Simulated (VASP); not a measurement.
Write the native input for VASP 6.6.1 that does the following.

```yaml
Task: single point
Functional: PBE
Potentials_or_basis: VASP PAW PBE potentials, release 64 (Co, Al)
Cutoff: 520 eV
k_mesh: 15 × 15 × 14
Occupations: fermi-dirac, width 0.1 eV
Spin: no spin polarisation
Dipole_correction: no
Further_INCAR_settings: ALGO = Normal; EDIFF = 1e-07; NBANDS = 13
```

The structure of AlCo (WC type) lies in POSCAR:

```
AlCo
1.0
    2.3170462717      0.0000000000      0.0000000000
   -1.1585231358      2.0066209331      0.0000000000
    0.0000000000      0.0000000000      3.3647963534
Co Al
1 1
Direct
    0.0000000000      0.0000000000      0.0000000000
    0.3333333333      0.6666666667      0.5000000000
```

The input as run:

INCAR

```
PREC = Accurate
ENCUT = 520
EDIFF = 1E-7
ISMEAR = -1
SIGMA = 0.1
LREAL = False
LASPH = True
NELM = 100
ALGO = Normal
ISIF = 2
LWAVE = False
LCHARG = False
GGA = PE
NBANDS = 13
```

KPOINTS

```
Automatic mesh
0
Gamma
  15 15 14
```

Potentials or basis: VASP PAW PBE potentials, release 64 (Co, Al).

Run with:

```bash
$ cat potpaw_PBE.64/Co/POTCAR potpaw_PBE.64/Al/POTCAR > POTCAR
$ mpirun -np 1 vasp_std > vasp.out
```

Results of the run:

* Pressure: 184.8 GPa
* Band gap on the k mesh: zero (bands 6 and 7 overlap by 2.43 eV)

Caveat: the cell stands under pressure; the run has no spin polarisation, though such a crystal can be magnetic.

It took 34 s on 1 thread of Intel Xeon 6455B (shared host), peak memory 0.17 GiB.
